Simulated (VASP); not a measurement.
# Ru (P6_3/mmc) in VASP: further runs

Ru is run at these levels: LDA; tasks: single point.

Everything below comes from runs of VASP 6.6.1. Logs are shortened: lines on timing, memory, paths and dates and some standing lists are left out, and cuts for length are marked.

## 1. The cell of the first run

Symmetry: P6_3/mmc, No. 194, hexagonal system. The conventional cell has a = 2.678 Å, b = 2.678 Å, c = 4.218 Å, α = 90.00°, β = 90.00°, γ = 120.00°. Ru (site symmetry -6m2) has 12 Ru at 2.61 to 2.68 Å within 3.4 Å.

## 2. Single point, LDA

Input file INCAR:

```
  PREC = Accurate
  ENCUT = 560
  EDIFF = 1E-6
  ISMEAR = 0
  SIGMA = 1.0
  LREAL = F
  LASPH = T
  NELM = 120
  ALGO = Normal
  ISIF = 2
  LWAVE = F
  LCHARG = F
  GGA = CA
  NBANDS = 23
  GGA_COMPAT = F
```

Input file KPOINTS:

```
Automatic mesh
0
Gamma
  13 13 8
```

Input file POSCAR:

```
Ru
1.0
    2.6775346364      0.0000000000      0.0000000000
   -1.3387673182      2.3188130146      0.0000000000
    0.0000000000      0.0000000000      4.2181251212
Ru
2
Direct
    0.3333333333      0.6666666667      0.2500000000
    0.6666666667      0.3333333333      0.7500000000
```

Potentials or basis: VASP PAW LDA potentials, release 64 (Ru_sv).

On the command line:

```bash
$ cat potpaw_LDA.64/Ru_sv/POTCAR > POTCAR
$ mpirun -np 1 vasp_std > vasp.out
```

OUTCAR:

```text
PREC = Accurate
   ENCUT = 560
   EDIFF = 1E-6
   ISMEAR = 0
   LREAL = F
   LASPH = T
   NELM = 120
   ISIF = 2
   GGA = CA

 ion  position               nearest neighbor table
   1  0.333  0.667  0.250-   2 2.61   2 2.61   2 2.61   2 2.61   2 2.61   2 2.61
   2  0.667  0.333  0.750-   1 2.61   1 2.61   1 2.61   1 2.61   1 2.61   1 2.61

  LATTYP: Found a hexagonal cell.
 ALAT       =     2.6775346364
 C/A-ratio  =     1.5753764914

  Lattice vectors:

 A1 = (   2.6775346364,   0.0000000000,   0.0000000000)
 A2 = (  -1.3387673182,   2.3188130146,   0.0000000000)
 A3 = (   0.0000000000,   0.0000000000,   4.2181251212)

Analysis of symmetry for initial positions (statically):
=====================================================================
 Subroutine PRICEL returns:
 Original cell was already a primitive cell.

 Routine SETGRP: Setting up the symmetry group for a
 hexagonal supercell.

 Subroutine GETGRP returns: Found 24 space group operations
 (whereof 12 operations were pure point group operations)
 out of a pool of 24 trial point group operations.

The static configuration has the point symmetry D_3d.
 The point group associated with its full space group is D_6h.

Analysis of symmetry for dynamics (positions and initial velocities):
=====================================================================
 Subroutine PRICEL returns:
 Original cell was already a primitive cell.

 Routine SETGRP: Setting up the symmetry group for a
 hexagonal supercell.

 Subroutine GETGRP returns: Found 24 space group operations
 (whereof 12 operations were pure point group operations)
 out of a pool of 24 trial point group operations.

The dynamic configuration has the point symmetry D_3d.
 The point group associated with its full space group is D_6h.

 Subroutine INISYM returns: Found 24 space group operations
 (whereof 12 operations are pure point group operations),
 and found     1 'primitive' translations

----------------------------------------------------------------------------------------

                                     Primitive cell

  volume of cell :      26.1891

  direct lattice vectors                    reciprocal lattice vectors
[... 75 lines left out ...]
   NGX,Y,Z   is equivalent  to a cutoff of  14.90, 14.90, 14.19 a.u.
   NGXF,Y,Z  is equivalent  to a cutoff of  29.80, 29.80, 28.38 a.u.
 SYSTEM =  unknown system
   PREC   = accura    normal or accurate (medium, high low for compatibility)
   ISTART =      0    job   : 0-new  1-cont  2-samecut
   ICHARG =      2    charge: 1-file 2-atom 10-const
   ISPIN  =      1    spin polarized calculation?
   LNONCOLLINEAR =      F non collinear calculations
   LSORBIT =      F    spin-orbit coupling
   LASPH  =      T    aspherical Exc in radial PAW
   ENCUT  =  560.0 eV  41.16 Ry    6.42 a.u.   5.17  5.17  8.14*2*pi/ulx,y,z
   NELM   =    120;   NELMIN=  2; NELMDL= -5     # of ELM steps
   EDIFF  = 0.1E-05   stopping-criterion for ELM
   LREAL  =      F    real-space projection
   EDIFFG = 0.1E-04   stopping-criterion for IOM
   NSW    =      0    number of steps for IOM
   IBRION =     -1    ionic relax: 0-MD 1-quasi-New 2-CG
   NFREE  =      0    steps in history (QN), initial steepest desc. (CG)
   ISIF   =      2    stress and relaxation
   ISYM   =      2    0-nonsym 1-usesym 2-fastsym
   POTIM  = 0.5000    time-step for ionic-motion
   TEBEG  =    0.0;   TEEND  =   0.0 temperature during run
   PSTRESS=    0.0 pullay stress
   NELECT =      32.0000    total number of electrons
   NUPDOWN=      -1.0000    fix difference up-down
   EMIN   =  10.00;   EMAX   =-10.00  energy-range for DOS
   EFERMI =   0.00;   METHOD = LEGACY
   ISMEAR =     0;   SIGMA  =   1.00  broadening in eV -4-tet -1-fermi 0-gaus
   EFERMI_NEDOS =   21; number of points for ismear=-14 and -15
   IALGO  =     38    algorithm
   IMIX   =      4    mixing-type and parameters
     AMIX     =   0.40;   BMIX     =  1.00
     AMIX_MAG =   1.60;   BMIX_MAG =  1.00
  volume/ion in A,a.u.               =      13.09        88.37
  Fermi-wavevector in a.u.,A,eV,Ry     =   1.750188  3.307376 41.676800  3.063158
  Thomas-Fermi vector in A             =   2.820956
   LORBIT       =      0    0 simple, 1 ext, 2 COOP (PROOUT), +10 PAW based schemes
   GGA     = CA    functional components
   LHFCALC =     F    Hartree Fock is set to
   AEXX    =    0.0000 exact exchange contribution
   IVDW    =     0    specifies the selected vdW correction
   LEPSILON=     F    determine dielectric tensor
   LRPA    =     F    only Hartree local field effects (RPA)
 non-spin polarized calculation
 Gauss-broadening in eV      SIGMA  =   1.00
  energy-cutoff  :      560.00
  volume of cell :       26.19
 maximum number of plane-waves:       808
 NGX is ok and might be reduce to    24
   NGX = 11   NGY = 11   NGZ = 17

 number of electron      32.0000001 magnetization

 Free energy of the ion-electron system (eV)
  ---------------------------------------------------
  ext. energy  EPLUGINS =         0.00000000
  ---------------------------------------------------
  free energy    TOTEN  =       -21.81670999 eV

  energy without entropy =      -20.91206137  energy(sigma->0) =      -21.36438568

 E-fermi :  15.7378     XC(G=0): -14.7366

 val. band max:       15.7348933326   @ k =   0.4615   0.0769   0.2500
 cond. band min:      15.7851127649   @ k =   0.0769   0.0000   0.3750
 fundamental gap:      0.0502194323
 Fermi energy:        15.7377558588

 k-point     1 :       0.0000    0.0000    0.0000
  band No.  band energies     occupation
      1     -57.0588      2.00000
      2     -56.8104      2.00000
      3     -27.8589      2.00000
      4     -26.7828      2.00000
      5     -26.7828      2.00000
      6     -26.5845      2.00000
[... 613 lines left out ...]
     22      31.5247      0.00000
     23      33.8850      0.00000

 [... further k-points ...]
[... 5 lines left out ...]
  --------------------------------------------------------------------------------------
  -------------------------------------------------------------------------------------
  Total        0.6195666      0.6195666      1.0776755     -0.0000000      0.0000000      0.0000000
  in kB       37.9034135     37.9034135     65.9292768     -0.0000000      0.0000000      0.0000000
  external PRESSURE =      47.2453679 kB  Pullay stress =       0.0000000 kB

 VOLUME and BASIS-vectors are now :
 -----------------------------------------------------------------------------
  energy-cutoff  :      560.00
  volume of cell :       26.19
      direct lattice vectors                 reciprocal lattice vectors
     2.677534636  0.000000000  0.000000000     0.373477895  0.215627563  0.000000000
    -1.338767318  2.318813015  0.000000000     0.000000000  0.431255127  0.000000000
     0.000000000  0.000000000  4.218125121     0.000000000  0.000000000  0.237072152

 POSITION                                       TOTAL-FORCE (eV/Angst)
 -----------------------------------------------------------------------------------
     -0.00000      1.54588      1.05453         0.000000      0.000000      0.000000
      1.33877      0.77294      3.16359        -0.000000      0.000000      0.000000
 -----------------------------------------------------------------------------------
    total drift:                               -0.000000      0.000000     -0.000000

  FREE ENERGIE OF THE ION-ELECTRON SYSTEM (eV)
  ---------------------------------------------------
  free  energy   TOTEN  =       -21.8167099929 eV

  energy  without entropy=      -20.9120613707  energy(sigma->0) =      -21.36438568
```

OSZICAR:

```text
N       E                     dE             d eps       ncg     rms          rms(c)
DAV:   1     0.452935469474E+03    0.45294E+03   -0.22029E+04  4838   0.173E+03
DAV:   2    -0.102532281260E+02   -0.46319E+03   -0.44596E+03  5481   0.562E+02
DAV:   3    -0.230268683389E+02   -0.12774E+02   -0.12530E+02  5720   0.105E+02
DAV:   4    -0.231410530833E+02   -0.11418E+00   -0.11414E+00  5446   0.107E+01
DAV:   5    -0.231426809063E+02   -0.16278E-02   -0.16278E-02  5796   0.123E+00    0.279E+01
DAV:   6    -0.218899345786E+02    0.12527E+01   -0.28910E+00  5341   0.167E+01    0.606E+00
DAV:   7    -0.218257418588E+02    0.64193E-01   -0.13685E-01  5719   0.296E+00    0.151E+00
DAV:   8    -0.218166994127E+02    0.90424E-02   -0.92016E-03  5173   0.120E+00    0.183E-01
DAV:   9    -0.218167105268E+02   -0.11114E-04   -0.12208E-04  5929   0.118E-01    0.854E-02
DAV:  10    -0.218167102624E+02    0.26437E-06   -0.16125E-05  5341   0.340E-02    0.321E-03
DAV:  11    -0.218167099929E+02    0.26953E-06   -0.10704E-06  3675   0.111E-02
   1 F= -.21816710E+02 E0= -.21364386E+02  d E =-.904649E+00
```

Run time: 60 s. Hardware: 1 thread of Intel Xeon Platinum 8175M at 2.50GHz (Skylake/Cascade Lake), shared host; peak memory 0.17 GiB.

What came out:

| Property | Result |
| --- | --- |
| Free energy | -21.8167 eV |
| Pressure | 4.7 GPa |
| Band gap on the k mesh | zero (bands 16 and 17 overlap by 3.30 eV) |

Caveat: the cell stands under pressure; so wide a smearing shifts energies and pressures.

## 3. Single point, LDA

Input file INCAR:

```
SYSTEM = Ru
ALGO     = Normal         ! electronic algorithm
EDIFF    = 1E-6           ! SCF threshold, eV
ENCUT    = 560            ! plane-wave cutoff, eV
GGA_COMPAT= .FALSE.      
ISIF     = 2              ! what is computed and relaxed
ISMEAR   = -1             ! smearing method
LASPH    = .TRUE.         ! aspherical terms in the spheres
LCHARG   = .FALSE.        ! write CHGCAR
LREAL    = .FALSE.        ! projectors in reciprocal space
LWAVE    = .FALSE.        ! write WAVECAR
NBANDS   = 23             ! bands
NELM     = 120            ! most SCF steps
PREC     = Accurate       ! precision mode
SIGMA    = 0.6            ! smearing width, eV
```

Input file KPOINTS:

```
k-points
0
G
  13 13 8
  0 0 0
```

POSCAR is that of step 2.

Potentials or basis: VASP PAW LDA potentials, release 64 (Ru_sv).

On the command line:

```bash
$ cat potpaw_LDA.64/Ru_sv/POTCAR > POTCAR
$ mpirun -np 1 vasp_std > vasp.out
```

It took 29 s on 1 thread of AMD EPYC 9R45 (Zen 5), shared host; peak memory 0.14 GiB.

It converged, with:

* Free energy: -22.4905 eV
* Pressure: 11.7 GPa
* Band gap on the k mesh: zero (bands 16 and 17 overlap by 3.28 eV)

Stress tensor (GPa, compression positive):
```
10.25  0.00  0.00
 0.00 10.25  0.00
 0.00  0.00 14.69
```

Levels at points of the mesh, in eV from the Fermi level:
| k point | band 13 | band 14 | band 15 | band 16 | band 17 | band 18 | band 19 | band 20 |
| --- | --- | --- | --- | --- | --- | --- | --- | --- |
| (0.00, 0.00, 0.00) | -2.54 | -2.04 | -2.04 | -1.52 | -1.52 | 1.26 | 1.26 | 1.32 |
| (0.00, 0.00, 0.50) | -2.97 | -2.97 | -2.85 | -2.85 | 0.59 | 0.59 | 0.59 | 0.59 |

Caveat: the cell stands under pressure; so wide a smearing shifts energies and pressures.

## 4. Single point, LDA, collinear spin, ferromagnetic start

Input file INCAR:

```
SYSTEM = Ru
PREC = Accurate
ENCUT = 560
EDIFF = 1E-6
ISMEAR = -1
SIGMA = 0.05
LREAL = .FALSE.
LASPH = .TRUE.
NELM = 200
ALGO = Normal
ISIF = 2
LWAVE = .FALSE.
LCHARG = .FALSE.
ISPIN = 2
MAGMOM = 1 1
LORBIT = 11
LMAXMIX = 4
NBANDS = 27
GGA_COMPAT = .FALSE.
```

Input file KPOINTS:

```
Automatic mesh
0
G
  13 13 8
  0 0 0
```

Input file POSCAR:

```
Ru
1.0
    2.6778378927      0.0000000000      0.0000000000
   -1.3389189463      2.3190756423      0.0000000000
    0.0000000000      0.0000000000      4.2151977369
Ru
2
Direct
    0.3333333333      0.6666666667      0.2500000000
    0.6666666667      0.3333333333      0.7500000000
```

On the command line:

```bash
$ cat potpaw_LDA.64/Ru_sv/POTCAR > POTCAR
$ mpirun -np 1 vasp_std > vasp.out
```

It took 2 min on 1 thread of Intel Xeon Platinum 8259CL at 2.50GHz (Skylake/Cascade Lake), shared host; peak memory 0.22 GiB.

Results (log left out):

| Property | Result |
| --- | --- |
| Free energy | -21.4047 eV |
| Pressure | 0.5 GPa |
| Band gap on the k mesh | zero (filled and empty bands overlap) |
| Net moment | 0.00 μB per cell |
| Valence electrons inside the program's atomic spheres | Ru 13.68 |

Levels at points of the mesh, in eV from the Fermi level:
Spin up:
| k point | band 12 | band 13 | band 14 | band 15 | band 16 | band 17 | band 18 | band 19 | band 20 | band 21 |
| --- | --- | --- | --- | --- | --- | --- | --- | --- | --- | --- |
| (0.00, 0.00, 0.00) | -2.82 | -2.58 | -2.08 | -2.08 | -1.57 | -1.57 | 1.21 | 1.21 | 1.35 | 10.70 |
| (0.00, 0.00, 0.50) | -3.01 | -3.01 | -3.01 | -2.87 | -2.87 | 0.54 | 0.54 | 0.54 | 0.54 | 14.39 |
Spin down:
| k point | band 13 | band 14 | band 15 | band 16 | band 17 | band 18 | band 19 | band 20 |
| --- | --- | --- | --- | --- | --- | --- | --- | --- |
| (0.00, 0.00, 0.00) | -2.58 | -2.08 | -2.08 | -1.57 | -1.57 | 1.21 | 1.21 | 1.35 |
| (0.00, 0.00, 0.50) | -3.01 | -3.01 | -2.87 | -2.87 | 0.54 | 0.54 | 0.54 | 0.54 |

## 5. Overview

| spin | cell | smearing | gap on the mesh (eV) | pressure (GPa) |
| --- | --- | --- | --- | --- |
| off | a = 2.678, b = 2.678, c = 4.218 Å, angles 90.0, 90.0, 120.0°, 2 atoms | gaussian 1 eV | none | 4.7 |
| off | a = 2.678, b = 2.678, c = 4.218 Å, angles 90.0, 90.0, 120.0°, 2 atoms | fermi-dirac 0.6 eV | none | 11.7 |
| collinear, ferromagnetic start | a = 2.678, b = 2.678, c = 4.215 Å, angles 90.0, 90.0, 120.0°, 2 atoms | fermi-dirac 0.05 eV | none | 0.5 |

Alike in all rows: task single point; level LDA; potentials or basis VASP PAW LDA potentials, release 64 (Ru_sv); k mesh 13 × 13 × 8; cutoff (eV) 560.

Caveats: the cell stands under pressure (at least some runs); so wide a smearing shifts energies and pressures (at least some runs).

Absolute energies hang on the potentials; compare differences alone.

The gap in the log of VASP goes by the Fermi energy; the results here count the filled bands.